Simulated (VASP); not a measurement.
**HfC: relaxation of cell and atoms with PBEsol**

The system is HfC.

```
Hf C
1.0
     0.00000    2.32500    2.32500
     2.32500    0.00000    2.32500
     2.32500    2.32500    0.00000
Hf C
1 1
Direct
  0.50000 0.50000 0.50000
  0.00000 0.00000 0.00000
```

```json
{
 "Program": "VASP 6.6.1",
 "Task": "relaxation of cell and atoms",
 "Functional": "PBEsol",
 "Potentials or basis": "VASP PAW PBE potentials, release 64 (Hf_pv, C)",
 "Cutoff": "600 eV",
 "k mesh": "10 × 10 × 10",
 "Occupations": "fermi-dirac, width 0.05 eV",
 "Spin": "no spin polarisation",
 "Target pressure": "10 GPa",
 "Dipole correction": "no",
 "Further INCAR settings": "ALGO = Normal; EDIFF = 1e-06; IBRION = 2; EDIFFG = -0.02; NSW = 80; ISIF = 3"
}
```

| Property | Result |
| --- | --- |
| Relaxed volume | 11.77 Å³/atom |
| Relaxed cell | a = 3.217 Å, b = 3.217 Å, c = 3.217 Å, α = 60.00°, β = 60.00°, γ = 60.00° |
| Space group after relaxing (to 0.05 Å) | Fm-3m (No. 225) |
| Energy change on relaxing (the enthalpy is what falls) | +4.8 meV/atom |
| Ionic steps | 4 |
| Pressure after relaxing | 9.9 GPa |
| Band gap on the k mesh | zero (band 7 reaches 7.38 eV, above the bottom of band 8 at 5.93 eV) |

The path:
| step | energy change (eV) | largest force (eV/Å) | pressure (GPa) | volume (Å³) |
| --- | --- | --- | --- | --- |
| 1 | 0.0000 | 0.0000 | -7.04 | 25.14 |
| 2 | 0.6160 | 0.0000 | 61.02 | 20.58 |
| 3 | 0.0059 | 0.0000 | 9.09 | 23.60 |
| 4 | 0.0097 | 0.0000 | 9.95 | 23.54 |

Final structure:
```
Hf C
1.0
     0.00000    2.27469    2.27469
     2.27469    0.00000    2.27469
     2.27469    2.27469    0.00000
Hf C
1 1
Direct
  0.50000 0.50000 0.50000
  0.00000 0.00000 0.00000
```

Levels at points of the mesh, in eV from the Fermi level:
```csv
k point,band 4,band 5,band 6,band 7,band 8,band 9,band 10,band 11
"(0.00, 0.00, 0.00)",-12.64,1.05,1.05,1.05,1.34,1.34,1.34,3.55
"(0.50, 0.00, 0.00)",-8.43,-6.50,-3.24,-3.24,5.66,5.66,6.18,6.83
"(0.50, 0.50, 0.00)",-10.69,-2.52,-2.08,-0.02,-0.02,5.67,7.24,7.24
```

Wall time 94 s on 1 thread of AMD EPYC 7R13 Processor (Zen 3), with other jobs on the host, peak memory 0.14 GiB.

Caveat: the cell is relaxed towards a set pressure, so the enthalpy falls and the energy may rise; the PAW data sets were made with another functional, which shifts forces and pressure a little; spin-orbit coupling is left out, which moves the levels of the heavy elements.
